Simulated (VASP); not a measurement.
# SrO (Fm-3m) in VASP: single point with r2SCAN

Aim: the single point of SrO with r2SCAN.

Program: VASP 6.6.1. These are calculated values, not measurements. Logs are shortened: lines on timing, memory, paths and dates and some standing lists are left out, and cuts for length are marked.

## (1) The cell of the first run

The structure is cubic, space group Fm-3m (No. 225). Conventional cell: a = 4.978 Å, b = 4.978 Å, c = 4.978 Å, α = 90.00°, β = 90.00°, γ = 90.00°. Within 3.3 Å of Sr (site symmetry m-3m) lie 6 O at 2.49 Å. O (site symmetry m-3m) has 6 Sr at 2.49 Å within 3.3 Å.

## (2) Single point, r2SCAN

Input file POSCAR:

```
SrO
1.0
    0.0000000000      2.4890209620      2.4890209620
    2.4890209620      0.0000000000      2.4890209620
    2.4890209620      2.4890209620      0.0000000000
Sr O
1 1
Direct
    0.5000000000      0.5000000000      0.5000000000
    0.0000000000      0.0000000000      0.0000000000
```

Input file INCAR.step1:

```
SYSTEM = SrO
PREC = Accurate
ENCUT = 660
ISMEAR = 0
SIGMA = 0.02
LREAL = .FALSE.
LASPH = .TRUE.
NELM = 120
NBANDS = 15
GGA = PE
ALGO = Normal
EDIFF = 1E-5
LWAVE = .TRUE.
LCHARG = .FALSE.
GGA_COMPAT = .FALSE.
```

Input file INCAR.step2:

```
SYSTEM = SrO
PREC = Accurate
ENCUT = 660
EDIFF = 1E-6
ISMEAR = 0
SIGMA = 0.02
LREAL = .FALSE.
LASPH = .TRUE.
NELM = 120
ALGO = Normal
ISIF = 2
LWAVE = .FALSE.
LCHARG = .FALSE.
METAGGA = R2SCAN
LMIXTAU = .TRUE.
NBANDS = 15
ISTART = 1
GGA_COMPAT = .FALSE.
```

Input file KPOINTS:

```
regular mesh
0
G
  12 12 12
  0 0 0
```

Potentials or basis: VASP PAW PBE potentials, release 64 (Sr_sv, O).

Command:

```console
cat potpaw_PBE.64/Sr_sv/POTCAR potpaw_PBE.64/O/POTCAR > POTCAR
cp INCAR.step1 INCAR
mpirun -np 1 vasp_std > vasp.out
cp INCAR.step2 INCAR
mpirun -np 1 vasp_std > vasp.out
```

OUTCAR:

```text
SYSTEM = SrO
   PREC = Accurate
   ENCUT = 660
   EDIFF = 1E-6
   ISMEAR = 0
   LREAL = .FALSE.
   LASPH = .TRUE.
   NELM = 120
   ISIF = 2
   METAGGA = R2SCAN
   ISTART = 1

 ion  position               nearest neighbor table
   1  0.500  0.500  0.500-   2 2.49   2 2.49   2 2.49   2 2.49   2 2.49   2 2.49
   2  0.000  0.000  0.000-   1 2.49   1 2.49   1 2.49   1 2.49   1 2.49   1 2.49

  LATTYP: Found a face centered cubic cell.
 ALAT       =     4.9780419240

  Lattice vectors:

 A1 = (   0.0000000000,   2.4890209620,   2.4890209620)
 A2 = (   2.4890209620,   0.0000000000,   2.4890209620)
 A3 = (   2.4890209620,   2.4890209620,   0.0000000000)

Analysis of symmetry for initial positions (statically):
=====================================================================
 Subroutine PRICEL returns:
 Original cell was already a primitive cell.

 Routine SETGRP: Setting up the symmetry group for a
 face centered cubic supercell.

 Subroutine GETGRP returns: Found 48 space group operations
 (whereof 48 operations were pure point group operations)
 out of a pool of 48 trial point group operations.

The static configuration has the point symmetry O_h .

Analysis of symmetry for dynamics (positions and initial velocities):
=====================================================================
 Subroutine PRICEL returns:
 Original cell was already a primitive cell.

 Routine SETGRP: Setting up the symmetry group for a
 face centered cubic supercell.

 Subroutine GETGRP returns: Found 48 space group operations
 (whereof 48 operations were pure point group operations)
 out of a pool of 48 trial point group operations.

The dynamic configuration has the point symmetry O_h .

 Subroutine INISYM returns: Found 48 space group operations
 (whereof 48 operations are pure point group operations),
 and found     1 'primitive' translations

----------------------------------------------------------------------------------------

                                     Primitive cell

  volume of cell :      30.8401

  direct lattice vectors                    reciprocal lattice vectors
     0.000000000  2.489020962  2.489020962    -0.200882197  0.200882197  0.200882197
     2.489020962  0.000000000  2.489020962     0.200882197 -0.200882197  0.200882197
     2.489020962  2.489020962  0.000000000     0.200882197  0.200882197 -0.200882197

  length of vectors
     3.520007201  3.520007201  3.520007201     0.347938172  0.347938172  0.347938172

  position of ions in fractional coordinates (direct lattice)
     0.500000000  0.500000000  0.500000000
     0.000000000  0.000000000  0.000000000

  ion indices of the primitive-cell ions
   primitive index   ion index
                 1           1
                 2           2

----------------------------------------------------------------------------------------

 KPOINTS: regular mesh

Automatic generation of k-mesh.
 Grid dimensions read from file:
 generate k-points for:   12   12   12

 Generating k-lattice:

  Cartesian coordinates                     Fractional coordinates (reciprocal lattice)
    -0.016740183  0.016740183  0.016740183     0.083333333  0.000000000  0.000000000
     0.016740183 -0.016740183  0.016740183     0.000000000  0.083333333  0.000000000
     0.016740183  0.016740183 -0.016740183     0.000000000  0.000000000  0.083333333

  Length of vectors
     0.028994848  0.028994848  0.028994848

  Shift w.r.t. Gamma in fractional coordinates (k-lattice)
     0.000000000  0.000000000  0.000000000

 Subroutine IBZKPT returns following result:
 ===========================================

 Found     72 irreducible k-points:

 Following reciprocal coordinates:
            Coordinates               Weight
  0.000000  0.000000  0.000000      1.000000
  0.083333  0.000000  0.000000      8.000000
  0.166667  0.000000  0.000000      8.000000
  0.250000  0.000000  0.000000      8.000000
  0.333333  0.000000  0.000000      8.000000
  0.416667  0.000000  0.000000      8.000000
[... 16 lines left out ...]
  0.500000  0.166667  0.000000     24.000000
 -0.416667  0.166667  0.000000     24.000000
 [... further k-points ...]
   k-points           NKPTS =     72   k-points in BZ     NKDIM =     72   number of bands    NBANDS=     15
   number of dos      NEDOS =    301   number of ions     NIONS =      2
   total plane-waves  NPLWV =  27000
   dimension x,y,z NGX =    30 NGY =   30 NGZ =   30
   dimension x,y,z NGXF=    60 NGYF=   60 NGZF=   60
   ions per type =               1   1
   NGX,Y,Z   is equivalent  to a cutoff of  14.17, 14.17, 14.17 a.u.
   NGXF,Y,Z  is equivalent  to a cutoff of  28.34, 28.34, 28.34 a.u.
 SYSTEM =  SrO
   PREC   = accura    normal or accurate (medium, high low for compatibility)
   ISTART =      1    job   : 0-new  1-cont  2-samecut
   ICHARG =      0    charge: 1-file 2-atom 10-const
   ISPIN  =      1    spin polarized calculation?
   LNONCOLLINEAR =      F non collinear calculations
   LSORBIT =      F    spin-orbit coupling
   LASPH  =      T    aspherical Exc in radial PAW
   ENCUT  =  660.0 eV  48.51 Ry    6.96 a.u.   7.37  7.37  7.37*2*pi/ulx,y,z
   NELM   =    120;   NELMIN=  2; NELMDL=  0     # of ELM steps
   EDIFF  = 0.1E-05   stopping-criterion for ELM
   LREAL  =      F    real-space projection
   EDIFFG = 0.1E-04   stopping-criterion for IOM
   NSW    =      0    number of steps for IOM
   IBRION =     -1    ionic relax: 0-MD 1-quasi-New 2-CG
   NFREE  =      0    steps in history (QN), initial steepest desc. (CG)
   ISIF   =      2    stress and relaxation
   ISYM   =      2    0-nonsym 1-usesym 2-fastsym
   POTIM  = 0.5000    time-step for ionic-motion
   TEBEG  =    0.0;   TEEND  =   0.0 temperature during run
   PSTRESS=    0.0 pullay stress
   NELECT =      16.0000    total number of electrons
   NUPDOWN=      -1.0000    fix difference up-down
   EMIN   =  10.00;   EMAX   =-10.00  energy-range for DOS
   EFERMI =   0.00;   METHOD = LEGACY
   ISMEAR =     0;   SIGMA  =   0.02  broadening in eV -4-tet -1-fermi 0-gaus
   EFERMI_NEDOS =   21; number of points for ismear=-14 and -15
   IALGO  =     38    algorithm
   IMIX   =      4    mixing-type and parameters
     AMIX     =   0.40;   BMIX     =  1.00
     AMIX_MAG =   1.60;   BMIX_MAG =  1.00
  volume/ion in A,a.u.               =      15.42       104.06
  Fermi-wavevector in a.u.,A,eV,Ry     =   1.315456  2.485851 23.543849  1.730424
  Thomas-Fermi vector in A             =   2.445637
   LORBIT       =      0    0 simple, 1 ext, 2 COOP (PROOUT), +10 PAW based schemes
   METAGGA = R2SCAN    functional components
   LHFCALC =     F    Hartree Fock is set to
   AEXX    =    0.0000 exact exchange contribution
   IVDW    =     0    specifies the selected vdW correction
   LEPSILON=     F    determine dielectric tensor
   LRPA    =     F    only Hartree local field effects (RPA)
 non-spin polarized calculation
 Gauss-broadening in eV      SIGMA  =   0.02
  energy-cutoff  :      660.00
  volume of cell :       30.84
 maximum number of plane-waves:      1243
 NGX is ok and might be reduce to    30
   NGX = 15   NGY = 15   NGZ = 15

 number of electron      16.0000001 magnetization

 Free energy of the ion-electron system (eV)
  ---------------------------------------------------
  ext. energy  EPLUGINS =         0.00000000
  ---------------------------------------------------
  free energy    TOTEN  =       -26.91578563 eV

  energy without entropy =      -26.91578563  energy(sigma->0) =      -26.91578563

 E-fermi :   1.9027     XC(G=0): -11.0967

 val. band max:        1.8216380364   @ k =   0.0000   0.0000   0.0000
 cond. band min:       5.4914992917   @ k =   0.5000   0.5000   0.0000
 fundamental gap:      3.6698612552
 Fermi energy:         1.9027022808

 k-point     1 :       0.0000    0.0000    0.0000
  band No.  band energies     occupation
      1     -31.3249      2.00000
      2     -14.3225      2.00000
      3     -12.2245      2.00000
      4     -12.2245      2.00000
      5     -12.2245      2.00000
      6       1.8216      2.00000
      7       1.8216      2.00000
      8       1.8216      2.00000
      9       7.2598      0.00000
     10       8.8093      0.00000
     11       8.8093      0.00000
     12       8.8093      0.00000
     13      11.3610      0.00000
     14      11.3610      0.00000
     15      15.6288      0.00000

 k-point     2 :       0.0833    0.0000    0.0000
  band No.  band energies     occupation
      1     -31.3109      2.00000
      2     -14.4778      2.00000
      3     -12.2310      2.00000
      4     -12.2310      2.00000
      5     -12.1017      2.00000
      6       1.6055      2.00000
      7       1.7129      2.00000
      8       1.7129      2.00000
      9       7.5968      0.00000
     10       8.7192      0.00000
     11       8.9658      0.00000
     12       8.9658      0.00000
     13      11.5839      0.00000
     14      11.5839      0.00000
     15      16.1571      0.00000

 k-point     3 :       0.1667    0.0000    0.0000
  band No.  band energies     occupation
      1     -31.2723      2.00000
      2     -14.8378      2.00000
      3     -12.2485      2.00000
      4     -12.2485      2.00000
      5     -11.8308      2.00000
      6       1.0900      2.00000
      7       1.4335      2.00000
      8       1.4335      2.00000
      9       8.4479      0.00000
     10       8.6081      0.00000
     11       9.4181      0.00000
     12       9.4181      0.00000
     13      12.1941      0.00000
     14      12.1941      0.00000
     15      17.5112      0.00000
[... 343 lines left out ...]
 k-point    23 :       0.5000    0.1667    0.0000
  band No.  band energies     occupation
      1     -31.0947      2.00000
      2     -15.6547      2.00000
      3     -12.5764      2.00000
      4     -12.4217      2.00000
      5     -11.4715      2.00000
      6       0.0677      2.00000
      7       0.7695      2.00000
      8       0.8078      2.00000
      9       8.6339      0.00000
     10      10.3970      0.00000
     11      12.3119      0.00000
     12      12.7893      0.00000
     13      14.9659      0.00000
     14      15.6085      0.00000
     15      18.1564      0.00000

 k-point    24 :      -0.4167    0.1667    0.0000
  band No.  band energies     occupation
      1     -31.0908      2.00000
      2     -15.6934      2.00000
      3     -12.6409      2.00000
      4     -12.3778      2.00000
      5     -11.3962      2.00000
      6      -0.0626      2.00000
      7       0.6337      2.00000
      8       0.9086      2.00000
      9       9.2544      0.00000
     10      10.0442      0.00000
     11      12.0067      0.00000
     12      12.8102      0.00000
     13      15.2183      0.00000
     14      16.1279      0.00000
     15      17.8354      0.00000

 [... further k-points ...]

------------------------ aborting loop because EDIFF is reached ----------------------------------------

  FORCE on cell =-STRESS in cart. coord.  units (eV):
  Direction    XX          YY          ZZ          XY          YZ          ZX
  --------------------------------------------------------------------------------------
  -------------------------------------------------------------------------------------
  Total        2.6043138      2.6043138      2.6043138     -0.0000000      0.0000000      0.0000000
  in kB      135.2970241    135.2970241    135.2970241     -0.0000000      0.0000000      0.0000000
  external PRESSURE =     135.2970241 kB  Pullay stress =       0.0000000 kB

 VOLUME and BASIS-vectors are now :
 -----------------------------------------------------------------------------
  energy-cutoff  :      660.00
  volume of cell :       30.84
      direct lattice vectors                 reciprocal lattice vectors
     0.000000000  2.489020962  2.489020962    -0.200882197  0.200882197  0.200882197
     2.489020962  0.000000000  2.489020962     0.200882197 -0.200882197  0.200882197
     2.489020962  2.489020962  0.000000000     0.200882197  0.200882197 -0.200882197

 POSITION                                       TOTAL-FORCE (eV/Angst)
 -----------------------------------------------------------------------------------
      2.48902      2.48902      2.48902        -0.000000     -0.000000     -0.000000
      0.00000      0.00000      0.00000         0.000000      0.000000      0.000000
 -----------------------------------------------------------------------------------
    total drift:                               -0.000000      0.000000      0.000000

  FREE ENERGIE OF THE ION-ELECTRON SYSTEM (eV)
  ---------------------------------------------------
  free  energy   TOTEN  =       -26.9157856337 eV

  energy  without entropy=      -26.9157856337  energy(sigma->0) =      -26.91578563
```

Wall time 5.1 min (1 thread of Intel Xeon 8259CL, shared host); peak memory 0.21 GiB.

What came out:

| Quantity | Value |
| --- | --- |
| Free energy | -26.9158 eV |
| Pressure | 13.5 GPa |
| Band gap on the k mesh | 3.67 eV |

Caveat: the cell stands under pressure; the PAW data sets were made with another functional, which shifts forces and pressure a little. r2SCAN opens gaps a little over a GGA but as a rule still falls short of measured ones.
